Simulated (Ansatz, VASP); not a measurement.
# Two plane-wave programs on GaAs

INCAR

```
SYSTEM = GaAs
PREC = Accurate ; ENCUT = 520
EDIFF = 1E-6 ; ISMEAR = 0
SIGMA = 0.05 ; LREAL = .FALSE.
LASPH = .TRUE. ; NELM = 60
ALGO = Normal ; ISIF = 2
LWAVE = .FALSE. ; LCHARG = .TRUE.
GGA = PE ; LELF = .TRUE.
LVHAR = .TRUE. ; NBANDS = 16
```

File KPOINTS:

```
regular mesh
0
G
  10 10 10
  0 0 0
```

File POSCAR:

```
GaAs
1.0
    0.0000000000      2.8268500000      2.6855075000
    2.8268500000      0.0000000000      2.6855075000
    2.8268500000      2.8268500000      0.0000000000
Ga As
1 1
Direct
    0.0000000000      0.0000000000      0.0000000000
    0.7500000000      0.7500000000      0.7500000000
```

Input for Ansatz:

```yaml
crystal:
  lattice:
    - [0.0, 2.82685, 2.6855075]
    - [2.82685, 0.0, 2.6855075]
    - [2.82685, 2.82685, 0.0]
  atoms:
    - { symbol: Ga, position: [0.0, 0.0, 0.0] }
    - { symbol: As, position: [0.75, 0.75, 0.75] }
basis:
  ecutwfc: 420
kpoints:
  mp_grid: { grid: [10, 10, 10] }
hamiltonian:
  xc: pbe
scf:
  occupations: { method: gaussian, width: 0.05 }
output:
  forces: true
  stress: true
  eigenvalues: true
```

Change from the starting cell: strain +0.000 along x and y, -0.050 along z, atoms carried along.

Alike in both runs: task single point; functional PBE; k mesh 10 × 10 × 10; occupations gaussian, width 0.05 eV; no spin polarisation.

|  | VASP | Ansatz |
| --- | --- | --- |
| version | VASP 6.6.1 | Ansatz 0.2.0 |
| potentials or method | VASP PAW PBE potentials, release 64 (Ga_d, As), cutoff 520 eV | scalar-relativistic, plane waves, PAW |
| valence electrons in the cell | 18 | 28 |

|  | VASP | Ansatz | Ansatz less VASP |
| --- | --- | --- | --- |
| gap on the k mesh at the Fermi level (eV) | 0.71 | 0.70 | -0.007 |
| least direct gap on the mesh (eV) | 0.71 | 0.70 | -0.007 |
| pressure (GPa) | 7.8 | 7.6 | -0.22 |
| traceless stress, the component that is largest in VASP (GPa) | 1.79 | 1.79 | +0.007 |

VASP's potentials hold 18 valence electrons a cell and Ansatz's 28, so a difference there can come from the potentials and not from the codes.
